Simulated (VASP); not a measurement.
# Ga3Sb (I4/mmm) in VASP: notebook

Runs on Ga3Sb. Level: PBE+D3(BJ). Tasks: relaxation of shape and atoms at fixed volume, single point.

Program: VASP 6.6.1. These are calculated values, not measurements. Logs are shortened: lines on timing, memory, paths and dates and some standing lists are left out, and cuts for length are marked.

## 1. The cell of the first run

It takes space group I4/mmm (No. 139, tetragonal). Conventional cell: a = 4.375 Å, b = 4.375 Å, c = 7.938 Å, α = 90.00°, β = 90.00°, γ = 90.00°. Within 4.0 Å of Ga (site symmetry -4m2) lie 10 Ga at 2.95 to 3.97 Å and 4 Sb at 2.95 Å. Ga (site symmetry 4/mmm) has 8 Ga at 2.95 Å and 6 Sb at 3.09 to 3.97 Å within 4.0 Å. Within 4.0 Å of Sb (site symmetry 4/mmm) lie 14 Ga at 2.95 to 3.97 Å.

## 2. Relaxation of shape and atoms at fixed volume, PBE+D3(BJ) (18.99 Å³/atom)

INCAR

```
PREC     = Accurate       # precision mode
ENCUT    = 600            # plane-wave cutoff, eV
EDIFF    = 1E-7           # SCF threshold, eV
ISMEAR   = 0              # smearing method
SIGMA    = 0.1            # smearing width, eV
LREAL    = F              # projectors in reciprocal space
LASPH    = T              # aspherical terms in the spheres
NELM     = 100            # most SCF steps
ALGO     = Fast           # electronic algorithm
ISIF     = 4              # what is computed and relaxed
LWAVE    = F              # write WAVECAR
LCHARG   = F              # write CHGCAR
GGA      = PE             # functional
IVDW     = 12             # dispersion correction
IBRION   = 2              # ionic algorithm
NSW      = 50             # ionic steps
EDIFFG   = -0.01          # ionic threshold
```

KPOINTS

```
regular mesh
0
Gamma
  14 14 14
```

POSCAR

```
Ga3Sb
1.0
   -2.1873289881      2.1873289881      3.9691833044
    2.1873289881     -2.1873289881      3.9691833044
    2.1873289881      2.1873289881     -3.9691833044
Ga Sb
3 1
Direct
    0.7500000000      0.2500000000      0.5000000000
    0.2500000000      0.7500000000      0.5000000000
    0.5000000000      0.5000000000      0.0000000000
    0.0000000000      0.0000000000      0.0000000000
```

Potentials or basis: VASP PAW PBE potentials, release 64 (Ga_d, Sb).

The run is started by

```console
$ cat potpaw_PBE.64/Ga_d/POTCAR potpaw_PBE.64/Sb/POTCAR > POTCAR
$ mpirun -np 1 vasp_std > vasp.out
```

OUTCAR:

```text
PREC = Accurate
   ENCUT = 600
   EDIFF = 1E-7
   ISMEAR = 0
   LREAL = F
   LASPH = T
   NELM = 100
   ISIF = 4
   GGA = PE
   IVDW = 12
   IBRION = 2
   NSW = 50
   EDIFFG = -0.01
 IVDW          = 12

 ion  position               nearest neighbor table
   1  0.750  0.250  0.500-   4 2.95   4 2.95   4 2.95   4 2.95
   2  0.250  0.750  0.500-   4 2.95   4 2.95   4 2.95   4 2.95
   3  0.500  0.500  0.000-   4 3.09   4 3.09   4 3.09   4 3.09
   4  0.000  0.000  0.000-   1 2.95   2 2.95   1 2.95   2 2.95   1 2.95   2 2.95   1 2.95   2 2.95
                             3 3.09   3 3.09   3 3.09   3 3.09

  LATTYP: Found a body centered tetragonal cell.
 ALAT       =     4.3746579762
 C/A-ratio  =     1.8146256580

  Lattice vectors:

 A1 = (  -2.1873289881,   2.1873289881,   3.9691833044)
 A2 = (   2.1873289881,  -2.1873289881,   3.9691833044)
 A3 = (   2.1873289881,   2.1873289881,  -3.9691833044)

Analysis of symmetry for initial positions (statically):
=====================================================================
 Subroutine PRICEL returns:
 Original cell was already a primitive cell.

 Routine SETGRP: Setting up the symmetry group for a
 body centered tetragonal supercell.

 Subroutine GETGRP returns: Found 16 space group operations
 (whereof 16 operations were pure point group operations)
 out of a pool of 16 trial point group operations.

The static configuration has the point symmetry D_4h.

Analysis of symmetry for dynamics (positions and initial velocities):
=====================================================================
 Subroutine PRICEL returns:
 Original cell was already a primitive cell.

 Routine SETGRP: Setting up the symmetry group for a
 body centered tetragonal supercell.

 Subroutine GETGRP returns: Found 16 space group operations
 (whereof 16 operations were pure point group operations)
 out of a pool of 16 trial point group operations.

The dynamic configuration has the point symmetry D_4h.

 Subroutine INISYM returns: Found 16 space group operations
 (whereof 16 operations are pure point group operations),
 and found     1 'primitive' translations

----------------------------------------------------------------------------------------

                                     Primitive cell

  volume of cell :      75.9608

  direct lattice vectors                    reciprocal lattice vectors
    -2.187328988  2.187328988  3.969183304     0.000000000  0.228589299  0.125970499
     2.187328988 -2.187328988  3.969183304     0.228589299  0.000000000  0.125970499
     2.187328988  2.187328988 -3.969183304     0.228589299  0.228589299  0.000000000

  length of vectors
     5.032219422  5.032219422  5.032219422     0.261001215  0.261001215  0.323274087

  position of ions in fractional coordinates (direct lattice)
     0.750000000  0.250000000  0.500000000
     0.250000000  0.750000000  0.500000000
[... 70 lines left out ...]
   NGXF,Y,Z  is equivalent  to a cutoff of  26.43, 26.43, 26.43 a.u.
 SYSTEM =  unknown system
   PREC   = accura    normal or accurate (medium, high low for compatibility)
   ISTART =      0    job   : 0-new  1-cont  2-samecut
   ICHARG =      2    charge: 1-file 2-atom 10-const
   ISPIN  =      1    spin polarized calculation?
   LNONCOLLINEAR =      F non collinear calculations
   LSORBIT =      F    spin-orbit coupling
   LASPH  =      T    aspherical Exc in radial PAW
   ENCUT  =  600.0 eV  44.10 Ry    6.64 a.u.  10.05 10.05 10.05*2*pi/ulx,y,z
   NELM   =    100;   NELMIN=  2; NELMDL= -5     # of ELM steps
   EDIFF  = 0.1E-06   stopping-criterion for ELM
   LREAL  =      F    real-space projection
   EDIFFG = -.1E-01   stopping-criterion for IOM
   NSW    =     50    number of steps for IOM
   IBRION =      2    ionic relax: 0-MD 1-quasi-New 2-CG
   NFREE  =      1    steps in history (QN), initial steepest desc. (CG)
   ISIF   =      4    stress and relaxation
   ISYM   =      2    0-nonsym 1-usesym 2-fastsym
   POTIM  = 0.5000    time-step for ionic-motion
   TEBEG  =    0.0;   TEEND  =   0.0 temperature during run
   PSTRESS=    0.0 pullay stress
   NELECT =      44.0000    total number of electrons
   NUPDOWN=      -1.0000    fix difference up-down
   EMIN   =  10.00;   EMAX   =-10.00  energy-range for DOS
   EFERMI =   0.00;   METHOD = LEGACY
   ISMEAR =     0;   SIGMA  =   0.10  broadening in eV -4-tet -1-fermi 0-gaus
   EFERMI_NEDOS =   21; number of points for ismear=-14 and -15
   IALGO  =     68    algorithm
   IMIX   =      4    mixing-type and parameters
     AMIX     =   0.40;   BMIX     =  1.00
     AMIX_MAG =   1.60;   BMIX_MAG =  1.00
  volume/ion in A,a.u.               =      18.99       128.15
  Fermi-wavevector in a.u.,A,eV,Ry     =   1.364675  2.578862 25.338649  1.862338
  Thomas-Fermi vector in A             =   2.490970
   LORBIT       =      0    0 simple, 1 ext, 2 COOP (PROOUT), +10 PAW based schemes
   GGA     = PE    functional components
   LHFCALC =     F    Hartree Fock is set to
   AEXX    =    0.0000 exact exchange contribution
   IVDW    =    12    specifies the selected vdW correction
   LEPSILON=     F    determine dielectric tensor
   LRPA    =     F    only Hartree local field effects (RPA)
 conjugate gradient relaxation of ions
 non-spin polarized calculation
 RMM-DIIS sequential band-by-band and
 Gauss-broadening in eV      SIGMA  =   0.10
  energy-cutoff  :      600.00
  volume of cell :       75.96
 maximum number of plane-waves:      2570
   NGX = 21   NGY = 21   NGZ = 21

--------------------------------------- Ionic step        1  -------------------------------------------

 number of electron      43.9999989 magnetization

 Free energy of the ion-electron system (eV)
  ---------------------------------------------------
  ext. energy  EPLUGINS =         0.00000000
  ---------------------------------------------------
  free energy    TOTEN  =       -12.27150465 eV

  energy without entropy =      -12.26465098  energy(sigma->0) =      -12.26807782

------------------------ aborting loop because EDIFF is reached ----------------------------------------

 Edisp (eV)   -1.57538

 E8    (eV) :    -0.7323
[... 75 lines left out ...]
--------------------------------------- Ionic step        3  -------------------------------------------

 number of electron      43.9999990 magnetization

 Free energy of the ion-electron system (eV)
  ---------------------------------------------------
  ext. energy  EPLUGINS =         0.00000000
  ---------------------------------------------------
  free energy    TOTEN  =       -12.27168216 eV

  energy without entropy =      -12.26480493  energy(sigma->0) =      -12.26824355

 E-fermi :   7.6429     XC(G=0): -11.2180

 val. band max:        7.6408090098   @ k =   0.5000   0.5000   0.2857
 cond. band min:       7.6582496965   @ k =  -0.2143   0.2143   0.2143
 fundamental gap:      0.0174406867
 Fermi energy:         7.6428898053

 k-point     1 :       0.0000    0.0000    0.0000
  band No.  band energies     occupation
      1      -7.4742      2.00000
      2      -7.4428      2.00000
      3      -7.4153      2.00000
      4      -7.3831      2.00000
      5      -7.3831      2.00000
      6      -7.3790      2.00000
[... 685 lines left out ...]
     25       9.9588      0.00000
     26      11.1589      0.00000

 [... further k-points ...]

------------------------ aborting loop because EDIFF is reached ----------------------------------------

 Edisp (eV)   -1.57536

 E8    (eV) :    -0.7323
[... 27 lines left out ...]
  FREE ENERGIE OF THE ION-ELECTRON SYSTEM (eV)
  ---------------------------------------------------
  free  energy   TOTEN  =       -13.8470441213 eV

  energy  without entropy=      -13.8401668923  energy(sigma->0) =      -13.84360551

 reached required accuracy - stopping structural energy minimisation
```

Run time: 32 min. Hardware: 1 thread of Oxide Virtual Turin-like, shared host; peak memory 0.62 GiB.

What came out:

| Item | Value |
| --- | --- |
| Free energy | -13.8470 eV |
| Energy gained by relaxing | 0.0 meV/atom |
| Ionic steps | 3 |
| Pressure after relaxing | 6.1 GPa |
| Band gap on the k mesh | zero (bands 22 and 23 overlap by 5.01 eV) |
| Dispersion energy per atom | -0.394 eV |

Step by step:
| step | energy change (eV) | largest force (eV/Å) | pressure (GPa) | volume (Å³) |
| --- | --- | --- | --- | --- |
| 1 | 0.0000 | 0.0000 | 6.11 | 75.96 |
| 2 | -0.0001 | 0.0000 | 6.12 | 75.96 |
| 3 | -0.0002 | 0.0000 | 6.10 | 75.96 |

Final structure:
```yaml
crystal:
  lattice:
    - [-2.18993, 2.18993, 3.95978]
    - [2.18993, -2.18993, 3.95978]
    - [2.18993, 2.18993, -3.95978]
  atoms:
    - { symbol: Ga, position: [0.75000, 0.25000, 0.50000] }
    - { symbol: Ga, position: [0.25000, 0.75000, 0.50000] }
    - { symbol: Ga, position: [0.50000, 0.50000, 0.00000] }
    - { symbol: Sb, position: [0.00000, 0.00000, 0.00000] }
```

Levels at points of the mesh, in eV from the Fermi level:
```
           k point  band 18  band 19  band 20  band 21  band 22  band 23  band 24  band 25  band 26
(0.00, 0.00, 0.00)    -3.19    -2.38    -2.22    -2.22    -1.68    -0.85    -0.85    -0.09     0.08
(0.50, 0.00, 0.00)    -5.10    -4.71    -2.08    -1.46    -1.21    -0.73     2.38     3.31     3.64
(0.50, 0.50, 0.00)    -6.23    -5.47    -5.45    -5.06     1.17     1.68     1.91     2.08     6.28
(0.50, 0.50, 0.50)    -4.72    -4.30    -4.30    -3.60     3.17     4.18     4.18     4.43     5.42
```

Caveat: the highest band is partly filled, so the run has too few bands; spin-orbit coupling is left out, which moves the levels of the heavy elements.

[end of part 1 of 2]
